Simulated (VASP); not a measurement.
# Li (P6/mmm) in VASP: notebook

Li is run at these levels: PBEsol; tasks: single point.

Everything below comes from runs of VASP 6.6.1. Logs are shortened: lines on timing, memory, paths and dates and some standing lists are left out, and cuts for length are marked.

### 1 The cell of the first run

The structure is hexagonal, space group P6/mmm (No. 191). The conventional cell has a = 4.929 Å, b = 4.929 Å, c = 2.884 Å, α = 90.00°, β = 90.00°, γ = 120.00°. Li (site symmetry 6/mmm) has 14 Li at 2.88 to 3.19 Å within 3.8 Å. Li (site symmetry -6m2) has 11 Li at 2.85 to 3.19 Å within 3.7 Å.

This isn't the form of Li at room conditions, which is bcc.

### 2 Single point, PBEsol

Contents of INCAR:

```
  ALGO = Normal
  EDIFF = 1E-6
  ENCUT = 520
  GGA = PS
  ISIF = 2
  ISMEAR = -1
  LASPH = T
  LCHARG = F
  LREAL = F
  LWAVE = F
  NBANDS = 12
  NELM = 80
  PREC = Accurate
  SIGMA = 0.1
```

Contents of KPOINTS:

```
k-points
0
Gamma
  7 7 10
```

Contents of POSCAR:

```
Li
1.0
    4.9287205047      0.0000000000      0.0000000000
   -2.4643602523      4.2683971652      0.0000000000
    0.0000000000      0.0000000000      2.8844475853
Li
3
Direct
    0.0000000000      1.0000000000      0.0000000000
    0.3333333333      0.6666666667      0.5000000000
    0.6666666667      0.3333333333      0.5000000000
```

Potentials or basis: VASP PAW PBE potentials, release 64 (Li_sv).

Command:

```bash
$ cat potpaw_PBE.64/Li_sv/POTCAR > POTCAR
$ mpirun -np 1 vasp_std > vasp.out
```

OUTCAR:

```text
EDIFF = 1E-6
   ENCUT = 520
   GGA = PS
   ISIF = 2
   ISMEAR = -1
   LASPH = T
   LREAL = F
   NELM = 80
   PREC = Accurate

 ion  position               nearest neighbor table
   1  0.000  0.000  0.000-
   2  0.333  0.667  0.500-
   3  0.667  0.333  0.500-

  LATTYP: Found a hexagonal cell.
 ALAT       =     4.9287205047
 C/A-ratio  =     0.5852325330

  Lattice vectors:

 A1 = (   4.9287205047,   0.0000000000,   0.0000000000)
 A2 = (  -2.4643602523,   4.2683971652,   0.0000000000)
 A3 = (   0.0000000000,   0.0000000000,   2.8844475853)

Analysis of symmetry for initial positions (statically):
=====================================================================
 Subroutine PRICEL returns:
 Original cell was already a primitive cell.

 Routine SETGRP: Setting up the symmetry group for a
 hexagonal supercell.

 Subroutine GETGRP returns: Found 24 space group operations
 (whereof 24 operations were pure point group operations)
 out of a pool of 24 trial point group operations.

The static configuration has the point symmetry D_6h.

Analysis of symmetry for dynamics (positions and initial velocities):
=====================================================================
 Subroutine PRICEL returns:
 Original cell was already a primitive cell.

 Routine SETGRP: Setting up the symmetry group for a
 hexagonal supercell.

 Subroutine GETGRP returns: Found 24 space group operations
 (whereof 24 operations were pure point group operations)
 out of a pool of 24 trial point group operations.

The dynamic configuration has the point symmetry D_6h.

 Subroutine INISYM returns: Found 24 space group operations
 (whereof 24 operations are pure point group operations),
 and found     1 'primitive' translations

----------------------------------------------------------------------------------------

                                     Primitive cell

  volume of cell :      60.6822

  direct lattice vectors                    reciprocal lattice vectors
     4.928720505  0.000000000  0.000000000     0.202892414  0.117139990  0.000000000
    -2.464360252  4.268397165  0.000000000     0.000000000  0.234279979  0.000000000
     0.000000000  0.000000000  2.884447585     0.000000000  0.000000000  0.346686834

  length of vectors
     4.928720505  4.928720505  2.884447585     0.234279979  0.234279979  0.346686834

  position of ions in fractional coordinates (direct lattice)
     0.000000000  0.000000000  0.000000000
     0.333333333  0.666666667  0.500000000
     0.666666667  0.333333333  0.500000000

  ion indices of the primitive-cell ions
   primitive index   ion index
                 1           1
                 2           2
                 3           3

----------------------------------------------------------------------------------------

 KPOINTS: k-points

Automatic generation of k-mesh.
 Grid dimensions read from file:
 generate k-points for:    7    7   10

 Generating k-lattice:

  Cartesian coordinates                     Fractional coordinates (reciprocal lattice)
     0.028984631  0.016734284  0.000000000     0.142857143  0.000000000  0.000000000
     0.000000000  0.033468568  0.000000000     0.000000000  0.142857143  0.000000000
     0.000000000  0.000000000  0.034668683     0.000000000  0.000000000  0.100000000

  Length of vectors
     0.033468568  0.033468568  0.034668683

  Shift w.r.t. Gamma in fractional coordinates (k-lattice)
     0.000000000  0.000000000  0.000000000

 Subroutine IBZKPT returns following result:
 ===========================================

 Found     48 irreducible k-points:

 Following reciprocal coordinates:
            Coordinates               Weight
  0.000000  0.000000  0.000000      1.000000
  0.142857  0.000000  0.000000      6.000000
  0.285714  0.000000  0.000000      6.000000
  0.428571 -0.000000  0.000000      6.000000
  0.142857  0.142857  0.000000      6.000000
  0.285714  0.142857  0.000000     12.000000
[... 16 lines left out ...]
  0.428571  0.142857  0.200000     12.000000
  0.285714  0.285714  0.200000     12.000000
 [... further k-points ...]
   k-points           NKPTS =     48   k-points in BZ     NKDIM =     48   number of bands    NBANDS=     12
   number of dos      NEDOS =    301   number of ions     NIONS =      3
   total plane-waves  NPLWV =  38400
   dimension x,y,z NGX =    40 NGY =   40 NGZ =   24
   dimension x,y,z NGXF=    80 NGYF=   80 NGZF=   48
   ions per type =               3
   NGX,Y,Z   is equivalent  to a cutoff of  13.49, 13.49, 13.83 a.u.
   NGXF,Y,Z  is equivalent  to a cutoff of  26.98, 26.98, 27.66 a.u.
 SYSTEM =  unknown system
   PREC   = accura    normal or accurate (medium, high low for compatibility)
   ISTART =      0    job   : 0-new  1-cont  2-samecut
   ICHARG =      2    charge: 1-file 2-atom 10-const
   ISPIN  =      1    spin polarized calculation?
   LNONCOLLINEAR =      F non collinear calculations
   LSORBIT =      F    spin-orbit coupling
   LASPH  =      T    aspherical Exc in radial PAW
   ENCUT  =  520.0 eV  38.22 Ry    6.18 a.u.   9.16  9.16  5.36*2*pi/ulx,y,z
   NELM   =     80;   NELMIN=  2; NELMDL= -5     # of ELM steps
   EDIFF  = 0.1E-05   stopping-criterion for ELM
   LREAL  =      F    real-space projection
   EDIFFG = 0.1E-04   stopping-criterion for IOM
   NSW    =      0    number of steps for IOM
   IBRION =     -1    ionic relax: 0-MD 1-quasi-New 2-CG
   NFREE  =      0    steps in history (QN), initial steepest desc. (CG)
   ISIF   =      2    stress and relaxation
   ISYM   =      2    0-nonsym 1-usesym 2-fastsym
   POTIM  = 0.5000    time-step for ionic-motion
   TEBEG  =    0.0;   TEEND  =   0.0 temperature during run
   PSTRESS=    0.0 pullay stress
   NELECT =       9.0000    total number of electrons
   NUPDOWN=      -1.0000    fix difference up-down
   EMIN   =  10.00;   EMAX   =-10.00  energy-range for DOS
   EFERMI =   0.00;   METHOD = LEGACY
   ISMEAR =    -1;   SIGMA  =   0.10  broadening in eV -4-tet -1-fermi 0-gaus
   EFERMI_NEDOS =   21; number of points for ismear=-14 and -15
   IALGO  =     38    algorithm
   IMIX   =      4    mixing-type and parameters
     AMIX     =   0.40;   BMIX     =  1.00
     AMIX_MAG =   1.60;   BMIX_MAG =  1.00
  volume/ion in A,a.u.               =      20.23       136.50
  Fermi-wavevector in a.u.,A,eV,Ry     =   0.866566  1.637573 10.217119  0.750937
  Thomas-Fermi vector in A             =   1.984974
   LORBIT       =      0    0 simple, 1 ext, 2 COOP (PROOUT), +10 PAW based schemes
   GGA     = PS    functional components
   LHFCALC =     F    Hartree Fock is set to
   AEXX    =    0.0000 exact exchange contribution
   IVDW    =     0    specifies the selected vdW correction
   LEPSILON=     F    determine dielectric tensor
   LRPA    =     F    only Hartree local field effects (RPA)
 non-spin polarized calculation
  energy-cutoff  :      520.00
  volume of cell :       60.68
 maximum number of plane-waves:      1648
 NGX is ok and might be reduce to    40
   NGX = 19   NGY = 19   NGZ = 11

 number of electron       8.9999989 magnetization

 Free energy of the ion-electron system (eV)
  ---------------------------------------------------
  ext. energy  EPLUGINS =         0.00000000
  ---------------------------------------------------
  free energy    TOTEN  =        -5.88452633 eV

  energy without entropy =       -5.83758471  energy(sigma->0) =       -5.86105552

 E-fermi :   0.6613     XC(G=0):  -7.0226

 val. band max:        0.6274166445   @ k =   0.2857   0.2857   0.3000
 cond. band min:       0.6738695977   @ k =   0.2857   0.2857   0.4000
 fundamental gap:      0.0464529532
 Fermi energy:         0.6613288764

 k-point     1 :       0.0000    0.0000    0.0000
  band No.  band energies     occupation
      1     -45.3369      2.00000
      2     -45.3149      2.00000
      3     -45.2179      2.00000
      4      -2.9220      2.00000
      5       2.7306      0.00000
      6       2.7306      0.00000
      7       2.7874      0.00000
      8       2.7874      0.00000
      9       6.5031      0.00000
     10       6.6760      0.00000
     11      10.8466      0.00000
     12      14.9960      0.00000

 k-point     2 :       0.1429    0.0000    0.0000
  band No.  band energies     occupation
      1     -45.3359      2.00000
      2     -45.3159      2.00000
      3     -45.2181      2.00000
      4      -2.7975      2.00000
      5       1.4660      0.00064
      6       1.7660      0.00003
      7       3.5761      0.00000
      8       4.0786      0.00000
      9       6.9655      0.00000
     10       7.1795      0.00000
     11      11.0010      0.00000
     12      14.0246      0.00000

 k-point     3 :       0.2857    0.0000    0.0000
  band No.  band energies     occupation
      1     -45.3332      2.00000
      2     -45.3184      2.00000
      3     -45.2183      2.00000
      4      -2.4234      2.00000
      5       0.1771      1.98434
      6       1.1032      0.02380
      7       3.7547      0.00000
      8       5.7182      0.00000
      9       7.8852      0.00000
     10       8.7936      0.00000
     11      11.4606      0.00000
     12      12.2603      0.00000

 k-point     4 :       0.4286   -0.0000    0.0000
  band No.  band energies     occupation
      1     -45.3299      2.00000
      2     -45.3215      2.00000
      3     -45.2185      2.00000
      4      -1.7995      2.00000
      5      -0.9277      2.00000
      6       0.7715      0.49897
      7       3.7388      0.00000
      8       7.6648      0.00000
      9       9.1318      0.00000
     10       9.8858      0.00000
     11      10.6380      0.00000
     12      10.7017      0.00000

 k-point     5 :       0.1429    0.1429    0.0000
  band No.  band energies     occupation
      1     -45.3341      2.00000
      2     -45.3176      2.00000
      3     -45.2182      2.00000
      4      -2.5484      2.00000
      5       0.8134      0.35885
      6       0.8280      0.31785
      7       4.4635      0.00000
      8       4.5268      0.00000
      9       8.0048      0.00000
     10       8.0078      0.00000
     11      11.3081      0.00000
     12      12.2626      0.00000
[... 228 lines left out ...]
      1     -45.3296      2.00000
      2     -45.3136      2.00000
      3     -45.2141      2.00000
      4      -2.0076      2.00000
      5       1.4245      0.00097
      6       1.4785      0.00056
      7       4.7358      0.00000
      8       5.0521      0.00000
      9       6.8764      0.00000
     10       7.7759      0.00000
     11       9.3631      0.00000
     12      11.6344      0.00000

 k-point    22 :       0.2857    0.1429    0.2000
  band No.  band energies     occupation
      1     -45.3265      2.00000
      2     -45.3165      2.00000
      3     -45.2142      2.00000
      4      -1.5022      2.00000
      5       0.2547      1.96630
      6       1.0238      0.05193
      7       4.7228      0.00000
      8       6.3544      0.00000
      9       8.0337      0.00000
     10       8.8724      0.00000
     11       9.5265      0.00000
     12      10.7094      0.00000

 k-point    23 :       0.4286    0.1429    0.2000
  band No.  band energies     occupation
      1     -45.3243      2.00000
      2     -45.3187      2.00000
      3     -45.2143      2.00000
      4      -0.7615      2.00000
      5      -0.7281      2.00000
      6       0.8771      0.20717
      7       4.6688      0.00000
      8       7.6375      0.00000
      9       8.2494      0.00000
     10       9.0503      0.00000
     11       9.4545      0.00000
     12       9.8533      0.00000

 k-point    24 :       0.2857    0.2857    0.2000
  band No.  band energies     occupation
      1     -45.3234      2.00000
      2     -45.3195      2.00000
      3     -45.2143      2.00000
      4      -0.8746      2.00000
      5      -0.0359      1.99813
      6       0.0168      1.99683
      7       6.1531      0.00000
      8       6.2656      0.00000
      9       7.8791      0.00000
     10       9.1904      0.00000
     11       9.4353      0.00000
     12       9.8692      0.00000

 [... further k-points ...]
[... 5 lines left out ...]
  --------------------------------------------------------------------------------------
  -------------------------------------------------------------------------------------
  Total       -0.0329684     -0.0329684     -0.0304123     -0.0000000     -0.0000000     -0.0000000
  in kB       -0.8704561     -0.8704561     -0.8029681     -0.0000000     -0.0000000     -0.0000000
  external PRESSURE =      -0.8479601 kB  Pullay stress =       0.0000000 kB

 VOLUME and BASIS-vectors are now :
 -----------------------------------------------------------------------------
  energy-cutoff  :      520.00
  volume of cell :       60.68
      direct lattice vectors                 reciprocal lattice vectors
     4.928720505  0.000000000  0.000000000     0.202892414  0.117139990  0.000000000
    -2.464360252  4.268397165  0.000000000     0.000000000  0.234279979  0.000000000
     0.000000000  0.000000000  2.884447585     0.000000000  0.000000000  0.346686834

 POSITION                                       TOTAL-FORCE (eV/Angst)
 -----------------------------------------------------------------------------------
      0.00000      0.00000      0.00000        -0.000000     -0.000000      0.000000
     -0.00000      2.84560      1.44222         0.000000     -0.000000      0.000000
      2.46436      1.42280      1.44222        -0.000000      0.000000     -0.000000
 -----------------------------------------------------------------------------------
    total drift:                               -0.000000      0.000000      0.000000

  FREE ENERGIE OF THE ION-ELECTRON SYSTEM (eV)
  ---------------------------------------------------
  free  energy   TOTEN  =        -5.8845263265 eV

  energy  without entropy=       -5.8375847117  energy(sigma->0) =       -5.86105552
```

Wall time 14 s (1 thread of Intel Xeon Platinum 8488C (Sapphire Rapids), shared host); peak memory 0.18 GiB.

What came out:

```yaml
Free_energy: -5.8845 eV
Band_gap_on_the_k_mesh: zero (an odd number of electrons rules out a gap without spin polarisation)
```

Caveat: the cutoff is under 1.25 times the usual one of these potentials, so pressure, stress and relaxed cells hold a basis-set (Pulay) error; the PAW data sets were made with another functional, which shifts forces and pressure a little.

### 3 Single point, PBEsol (17.80 Å³/atom)

This run uses another cell than the first one, of 17.80 Å³/atom.

Contents of INCAR:

```
SYSTEM = Li
ALGO = Normal
EDIFF = 1E-6
ENCUT = 520
GGA = PS
ISIF = 2
ISMEAR = -1
LASPH = .TRUE.
LCHARG = .FALSE.
LREAL = .FALSE.
LWAVE = .FALSE.
NBANDS = 12
NELM = 60
PREC = Accurate
SIGMA = 0.1
```

Contents of KPOINTS:

```
k-points
0
G
  8 8 12
  0 0 0
```

Contents of POSCAR:

```
Li
1.0
    4.7231138592      0.0000000000      0.0000000000
   -2.3615569296      4.0903365870      0.0000000000
    0.0000000000      0.0000000000      2.7641198874
Li
3
Direct
    0.0000000000      1.0000000000      0.0000000000
    0.3333333333      0.6666666667      0.5000000000
    0.6666666667      0.3333333333      0.5000000000
```

Potentials or basis: VASP PAW PBE potentials, release 64 (Li_sv).

Command:

```bash
$ cat potpaw_PBE.64/Li_sv/POTCAR > POTCAR
$ mpirun -np 1 vasp_std > vasp.out
```

OUTCAR:

```text
SYSTEM = Li
   EDIFF = 1E-6
   ENCUT = 520
   GGA = PS
   ISIF = 2
   ISMEAR = -1
   LASPH = .TRUE.
   LREAL = .FALSE.
   NELM = 60
   PREC = Accurate

 ion  position               nearest neighbor table
   1  0.000  0.000  0.000-
   2  0.333  0.667  0.500-
   3  0.667  0.333  0.500-

  LATTYP: Found a hexagonal cell.
 ALAT       =     4.7231138592
 C/A-ratio  =     0.5852325330

  Lattice vectors:

[... 540 lines left out ...]
      7       4.6701      0.00000
      8       8.2895      0.00000
      9       8.9016      0.00000
     10      10.2934      0.00000
     11      11.1236      0.00000
     12      12.3629      0.00000

 [... further k-points ...]
[... 5 lines left out ...]
  --------------------------------------------------------------------------------------
  -------------------------------------------------------------------------------------
  Total        0.6834747      0.6834747      0.7041333      0.0000000      0.0000000     -0.0000000
  in kB       20.5063652     20.5063652     21.1261883      0.0000000      0.0000000     -0.0000000
  external PRESSURE =      20.7129729 kB  Pullay stress =       0.0000000 kB

 VOLUME and BASIS-vectors are now :
 -----------------------------------------------------------------------------
  energy-cutoff  :      520.00
  volume of cell :       53.40
      direct lattice vectors                 reciprocal lattice vectors
     4.723113859  0.000000000  0.000000000     0.211724729  0.122239329  0.000000000
    -2.361556930  4.090336587  0.000000000     0.000000000  0.244478658  0.000000000
     0.000000000  0.000000000  2.764119887     0.000000000  0.000000000  0.361778809

 POSITION                                       TOTAL-FORCE (eV/Angst)
 -----------------------------------------------------------------------------------
      0.00000      0.00000      0.00000        -0.000000      0.000000     -0.000000
     -0.00000      2.72689      1.38206        -0.000000      0.000000     -0.000000
      2.36156      1.36345      1.38206         0.000000     -0.000000      0.000000
 -----------------------------------------------------------------------------------
    total drift:                                0.000000      0.000000     -0.000000

  FREE ENERGIE OF THE ION-ELECTRON SYSTEM (eV)
  ---------------------------------------------------
  free  energy   TOTEN  =        -5.8368654127 eV

  energy  without entropy=       -5.7900644942  energy(sigma->0) =       -5.81346495
```

OSZICAR:

```text
N       E                     dE             d eps       ncg     rms          rms(c)
DAV:   1     0.282129038779E+02    0.28213E+02   -0.36276E+03  1680   0.675E+02
DAV:   2     0.600756598924E-01   -0.28153E+02   -0.27353E+02  1952   0.156E+02
DAV:   3    -0.575421895353E+01   -0.58143E+01   -0.57550E+01  3240   0.402E+01
DAV:   4    -0.584021362266E+01   -0.85995E-01   -0.85888E-01  2084   0.754E+00
DAV:   5    -0.584191859762E+01   -0.17050E-02   -0.17048E-02  2624   0.868E-01    0.470E-01
DAV:   6    -0.583799806441E+01    0.39205E-02   -0.22614E-03  2712   0.273E-01    0.269E-01
DAV:   7    -0.583674844564E+01    0.12496E-02   -0.68951E-03  2528   0.442E-01    0.645E-02
DAV:   8    -0.583686359856E+01   -0.11515E-03   -0.10551E-03  2384   0.200E-01    0.988E-03
DAV:   9    -0.583686512586E+01   -0.15273E-05   -0.19034E-05  2380   0.411E-02    0.165E-03
DAV:  10    -0.583686541270E+01   -0.28683E-06   -0.27498E-06  2324   0.103E-02
   1 F= -.58368654E+01 E0= -.58134650E+01  d E =-.468009E-01
```

stdout:

```text
POSCAR found type information on POSCAR Li
 POSCAR found :  1 types and       3 ions
 scaLAPACK will be used
 -----------------------------------------------------------------------------
|                                                                             |
|                                                                             |
|     You enforced a specific xc type in the INCAR file but a different       |
|     I HOPE YOU KNOW WHAT YOU ARE DOING!                                     |
|                                                                             |
 -----------------------------------------------------------------------------

 LDA part: xc-table for (Slater+PW92), standard interpolation
 POSCAR, INCAR and KPOINTS ok, starting setup
 FFT: planning ... GRIDC
 FFT: planning ... GRID_SOFT
 FFT: planning ... GRID
 WAVECAR not read
 entering main loop
```

Wall time 14 s (1 thread of Intel Xeon Platinum 8488C (Sapphire Rapids), shared host); peak memory 0.18 GiB.

Results:

| Item | Value |
| --- | --- |
| Free energy | -5.8369 eV |
| Band gap on the k mesh | zero (an odd number of electrons rules out a gap without spin polarisation) |

Levels at points of the mesh, in eV from the Fermi level:
| k point | band 1 | band 2 | band 3 | band 4 | band 5 | band 6 | band 7 | band 8 |
| --- | --- | --- | --- | --- | --- | --- | --- | --- |
| (0.00, 0.00, 0.00) | -45.76 | -45.73 | -45.63 | -3.71 | 2.23 | 2.23 | 2.29 | 2.29 |
| (0.50, 0.00, 0.00) | -45.75 | -45.74 | -45.63 | -2.13 | -2.10 | 0.05 | 3.55 | 8.75 |
| (0.00, 0.00, 0.50) | -45.74 | -45.71 | -45.61 | -0.58 | 0.22 | 5.89 | 5.95 | 5.95 |
| (0.50, 0.00, 0.50) | -45.73 | -45.72 | -45.61 | 0.60 | 0.77 | 2.15 | 3.45 | 4.35 |

Caveat: the cutoff is under 1.25 times the usual one of these potentials, so pressure, stress and relaxed cells hold a basis-set (Pulay) error; the PAW data sets were made with another functional, which shifts forces and pressure a little.

[end of part 1 of 2]
